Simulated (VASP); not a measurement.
# Ti3Al (Pm) in VASP: further runs

The runs below take Ti3Al through single point, with PBE.

All numbers are computed with VASP 6.6.1; they aren't measurements. Logs are shortened: lines on timing, memory, paths and dates and some standing lists are left out, and cuts for length are marked.

**1. The cell of the first run**

The structure is monoclinic, space group Pm (No. 6). Conventional cell: a = 2.930 Å, b = 9.232 Å, c = 2.930 Å, α = 90.00°, β = 120.00°, γ = 90.00°. Ti (site symmetry m) has 12 Ti at 2.70 to 3.04 Å within 3.6 Å. Within 3.6 Å of Ti (site symmetry 1) lie 9 Ti at 2.70 to 3.04 Å and 3 Al at 2.82 to 2.91 Å. Within 3.7 Å of Al (site symmetry m) lie 6 Ti at 2.82 to 2.91 Å and 6 Al at 2.93 Å.

**2. Single point, PBE (atoms displaced along a vibrational mode)**

Contents of INCAR:

```
PREC = Accurate
ENCUT = 520
EDIFF = 1E-6
ISMEAR = 0
SIGMA = 0.15
LREAL = False
LASPH = True
NELM = 60
ALGO = Fast
ISIF = 2
LWAVE = False
LCHARG = False
GGA = PE
NBANDS = 28
```

Contents of KPOINTS:

```
Automatic mesh
0
Gamma
  15 15 6
```

Contents of POSCAR:

```
Ti3Al
1.0
    2.9297375378      0.0000000000      0.0000000000
   -1.4648687689      2.5372271341      0.0000000000
    0.0000000000      0.0000000000      9.2315308735
Ti Al
3 1
Direct
    0.5838001940      0.2445356073      0.0000000000
    0.3594974130      0.6947034674      0.7504575700
    0.3594974130      0.6947034674      0.2495424300
    0.7208436162      0.3913880539      0.5000000000
```

Potentials or basis: VASP PAW PBE potentials, release 64 (Ti_sv, Al).

Launch:

```sh
$ cat potpaw_PBE.64/Ti_sv/POTCAR potpaw_PBE.64/Al/POTCAR > POTCAR
$ mpirun -np 1 vasp_std > vasp.out
```

OUTCAR:

```text
PREC = Accurate
   ENCUT = 520
   EDIFF = 1E-6
   ISMEAR = 0
   LREAL = False
   LASPH = True
   NELM = 60
   ISIF = 2
   GGA = PE

 ion  position               nearest neighbor table
   1  0.584  0.245  0.000-   2 2.70   3 2.70   2 2.89   3 2.89
   2  0.359  0.695  0.750-   1 2.70   4 2.82   4 2.86   1 2.89   4 2.91
   3  0.359  0.695  0.250-   1 2.70   4 2.82   4 2.86   1 2.89   4 2.91
   4  0.721  0.391  0.500-   2 2.82   3 2.82   2 2.86   3 2.86   2 2.91   3 2.91

  LATTYP: Found a hexagonal cell.
 ALAT       =     2.9297375378
 C/A-ratio  =     3.1509753875

  Lattice vectors:

 A1 = (   2.9297375378,   0.0000000000,   0.0000000000)
 A2 = (  -1.4648687689,   2.5372271341,   0.0000000000)
 A3 = (   0.0000000000,   0.0000000000,   9.2315308735)

Analysis of symmetry for initial positions (statically):
=====================================================================
 Subroutine PRICEL returns:
 Original cell was already a primitive cell.

 Routine SETGRP: Setting up the symmetry group for a
 hexagonal supercell.

 Subroutine GETGRP returns: Found  2 space group operations
 (whereof  2 operations were pure point group operations)
 out of a pool of 24 trial point group operations.

The static configuration has the point symmetry C_1h.

Analysis of symmetry for dynamics (positions and initial velocities):
=====================================================================
 Subroutine PRICEL returns:
 Original cell was already a primitive cell.

 Routine SETGRP: Setting up the symmetry group for a
 hexagonal supercell.

 Subroutine GETGRP returns: Found  2 space group operations
 (whereof  2 operations were pure point group operations)
 out of a pool of 24 trial point group operations.

The dynamic configuration has the point symmetry C_1h.

 Subroutine INISYM returns: Found  2 space group operations
 (whereof  2 operations are pure point group operations),
 and found     1 'primitive' translations

----------------------------------------------------------------------------------------

                                     Primitive cell

  volume of cell :      68.6218

  direct lattice vectors                    reciprocal lattice vectors
     2.929737538  0.000000000  0.000000000     0.341327504  0.197065526  0.000000000
    -1.464868769  2.537227134  0.000000000     0.000000000  0.394131052  0.000000000
     0.000000000  0.000000000  9.231530874     0.000000000  0.000000000  0.108324395
[... 88 lines left out ...]
   EDIFF  = 0.1E-05   stopping-criterion for ELM
   LREAL  =      F    real-space projection
   EDIFFG = 0.1E-04   stopping-criterion for IOM
   NSW    =      0    number of steps for IOM
   IBRION =     -1    ionic relax: 0-MD 1-quasi-New 2-CG
   NFREE  =      0    steps in history (QN), initial steepest desc. (CG)
   ISIF   =      2    stress and relaxation
   ISYM   =      2    0-nonsym 1-usesym 2-fastsym
   POTIM  = 0.5000    time-step for ionic-motion
   TEBEG  =    0.0;   TEEND  =   0.0 temperature during run
   PSTRESS=    0.0 pullay stress
   NELECT =      39.0000    total number of electrons
   NUPDOWN=      -1.0000    fix difference up-down
   EMIN   =  10.00;   EMAX   =-10.00  energy-range for DOS
   EFERMI =   0.00;   METHOD = LEGACY
   ISMEAR =     0;   SIGMA  =   0.15  broadening in eV -4-tet -1-fermi 0-gaus
   EFERMI_NEDOS =   21; number of points for ismear=-14 and -15
   IALGO  =     68    algorithm
   IMIX   =      4    mixing-type and parameters
     AMIX     =   0.40;   BMIX     =  1.00
     AMIX_MAG =   1.60;   BMIX_MAG =  1.00
  volume/ion in A,a.u.               =      17.16       115.77
  Fermi-wavevector in a.u.,A,eV,Ry     =   1.356050  2.562563 25.019375  1.838872
  Thomas-Fermi vector in A             =   2.483086
   LORBIT       =      0    0 simple, 1 ext, 2 COOP (PROOUT), +10 PAW based schemes
   GGA     = PE    functional components
   LHFCALC =     F    Hartree Fock is set to
   AEXX    =    0.0000 exact exchange contribution
   IVDW    =     0    specifies the selected vdW correction
   LEPSILON=     F    determine dielectric tensor
   LRPA    =     F    only Hartree local field effects (RPA)
 non-spin polarized calculation
 RMM-DIIS sequential band-by-band and
 Gauss-broadening in eV      SIGMA  =   0.15
  energy-cutoff  :      520.00
  volume of cell :       68.62
 maximum number of plane-waves:      1907
 NGX is ok and might be reduce to    24
   NGX = 11   NGY = 11   NGZ = 35

 number of electron      38.9999991 magnetization

 Free energy of the ion-electron system (eV)
  ---------------------------------------------------
  ext. energy  EPLUGINS =         0.00000000
  ---------------------------------------------------
  free energy    TOTEN  =       -27.70498876 eV

  energy without entropy =      -27.65889075  energy(sigma->0) =      -27.68193975

 E-fermi :   7.9386     XC(G=0): -11.1820

 val. band max:        7.9377733639   @ k =   0.4667   0.3333   0.1667
 cond. band min:       7.9416954462   @ k =   0.1333   0.2667   0.0000
 fundamental gap:      0.0039220823
 Fermi energy:         7.9385734806

 k-point     1 :       0.0000    0.0000    0.0000
  band No.  band energies     occupation
      1     -48.7505      2.00000
      2     -48.7150      2.00000
      3     -48.6226      2.00000
      4     -25.2791      2.00000
      5     -25.0326      2.00000
      6     -24.7145      2.00000
[... 733 lines left out ...]
     27      10.2859      0.00000
     28      10.5422      0.00000

 [... further k-points ...]

------------------------ aborting loop because EDIFF is reached ----------------------------------------

  FORCE on cell =-STRESS in cart. coord.  units (eV):
  Direction    XX          YY          ZZ          XY          YZ          ZX
  --------------------------------------------------------------------------------------
  -------------------------------------------------------------------------------------
  Total       -0.8738377      0.3914919      0.0571824     -0.2022246      0.0000000      0.0000000
  in kB      -20.4023216      9.1405341      1.3350928     -4.7215304      0.0000000      0.0000000
  external PRESSURE =      -3.3088982 kB  Pullay stress =       0.0000000 kB

 VOLUME and BASIS-vectors are now :
 -----------------------------------------------------------------------------
  energy-cutoff  :      520.00
  volume of cell :       68.62
      direct lattice vectors                 reciprocal lattice vectors
     2.929737538  0.000000000  0.000000000     0.341327504  0.197065526  0.000000000
    -1.464868769  2.537227134  0.000000000     0.000000000  0.394131052  0.000000000
     0.000000000  0.000000000  9.231530874     0.000000000  0.000000000  0.108324395

 POSITION                                       TOTAL-FORCE (eV/Angst)
 -----------------------------------------------------------------------------------
      1.35217      0.62044      0.00000         0.139072      0.469356      0.000000
      0.03558      1.76262      6.92787        -0.022016     -0.170613     -0.013100
      0.03558      1.76262      2.30366        -0.022016     -0.170613      0.013100
      1.53855      0.99304      4.61577        -0.095039     -0.128131      0.000000
 -----------------------------------------------------------------------------------
    total drift:                               -0.000096     -0.000168     -0.000000

  FREE ENERGIE OF THE ION-ELECTRON SYSTEM (eV)
  ---------------------------------------------------
  free  energy   TOTEN  =       -27.7049887569 eV

  energy  without entropy=      -27.6588907461  energy(sigma->0) =      -27.68193975
```

OSZICAR:

```text
N       E                     dE             d eps       ncg     rms          rms(c)
DAV:   1     0.469986195467E+03    0.46999E+03   -0.19605E+04 25328   0.162E+03
DAV:   2     0.265116696082E+02   -0.44347E+03   -0.43530E+03 25604   0.497E+02
DAV:   3    -0.255653534325E+02   -0.52077E+02   -0.50846E+02 43848   0.143E+02
[... 35 lines left out ...]
RMM:  39    -0.277049859370E+02   -0.13182E-05   -0.17729E-05 30229   0.156E-02    0.120E-02
RMM:  40    -0.277049868257E+02   -0.88864E-06   -0.16197E-05 33771   0.159E-02    0.985E-03
RMM:  41    -0.277049874945E+02   -0.66884E-06   -0.13397E-05 32840   0.153E-02    0.716E-03
RMM:  42    -0.277049881911E+02   -0.69656E-06   -0.10170E-05 27882   0.125E-02    0.614E-03
RMM:  43    -0.277049887569E+02   -0.56589E-06   -0.82856E-06 25815   0.115E-02
   1 F= -.27704989E+02 E0= -.27681940E+02  d E =-.460980E-01
```

Run time: 41 min. Hardware: 1 thread of Intel Xeon Platinum 8259CL at 2.50GHz (Skylake/Cascade Lake), shared host; peak memory 0.75 GiB.

What came out:

| Item | Value |
| --- | --- |
| Free energy | -27.7050 eV |
| Pressure | -0.3 GPa |
| Largest force | 0.490 eV/Å |
| Band gap on the k mesh | zero (an odd number of electrons rules out a gap without spin polarisation) |

Forces on the atoms (eV/Å):
```
Ti   0.139  0.469  0.000
Ti  -0.022 -0.171 -0.013
Ti  -0.022 -0.171  0.013
Al  -0.095 -0.128  0.000
```

Caveat: the cell differs from its parent crystal (atoms displaced along a vibrational mode).

**3. Single point, PBE (atoms displaced along a vibrational mode)**

Contents of INCAR:

```
SYSTEM = Ti3Al
PREC = Accurate ; ENCUT = 520
EDIFF = 1E-7 ; ISMEAR = 0
SIGMA = 0.15 ; LREAL = .FALSE.
LASPH = .TRUE. ; NELM = 100
ALGO = Fast ; ISIF = 2
LWAVE = .FALSE. ; LCHARG = .FALSE.
GGA = PE ; NBANDS = 28
```

Contents of KPOINTS:

```
regular mesh
0
G
  15 15 6
  0 0 0
```

Contents of POSCAR:

```
Ti3Al
1.0
    2.9297375378      0.0000000000      0.0000000000
   -1.4648687689      2.5372271341      0.0000000000
    0.0000000000      0.0000000000      9.2315308735
Ti Al
3 1
Direct
    0.5453667171      0.2445356073      0.0000000000
    0.3716323153      0.6947034674      0.7504575700
    0.3716323153      0.6947034674      0.2495424300
    0.7459708898      0.3913880539      0.5000000000
```

Potentials or basis: VASP PAW PBE potentials, release 64 (Ti_sv, Al).

Launch:

```sh
$ cat potpaw_PBE.64/Ti_sv/POTCAR potpaw_PBE.64/Al/POTCAR > POTCAR
$ mpirun -np 1 vasp_std > vasp.out
```

Run time: 55 min. Hardware: 1 thread of Intel Xeon Platinum 8259CL at 2.50GHz (Skylake/Cascade Lake), shared host; peak memory 0.76 GiB.

Results (log left out):

```
Free energy            : -27.6691 eV
Pressure               : -0.3 GPa
Largest force          : 0.478 eV/Å
Band gap on the k mesh : zero (an odd number of electrons rules out a gap without spin polarisation)
```

Forces on the atoms (eV/Å):
```
Ti   0.269  0.396  0.000
Ti  -0.041 -0.126 -0.030
Ti  -0.041 -0.126  0.030
Al  -0.187 -0.143  0.000
```

Stress tensor (GPa, compression positive):
```
-1.78 -0.77  0.00
-0.77  0.42  0.00
 0.00  0.00  0.45
```

Levels at points of the mesh, in eV from the Fermi level:
```tsv
k point	band 18	band 19	band 20	band 21	band 22	band 23
(0.00, 0.00, 0.00)	0.42	0.52	0.86	1.00	1.08	1.10
(0.00, 0.00, 0.50)	0.44	0.47	0.87	0.99	1.07	1.15
```

Caveat: the cell differs from its parent crystal (atoms displaced along a vibrational mode).
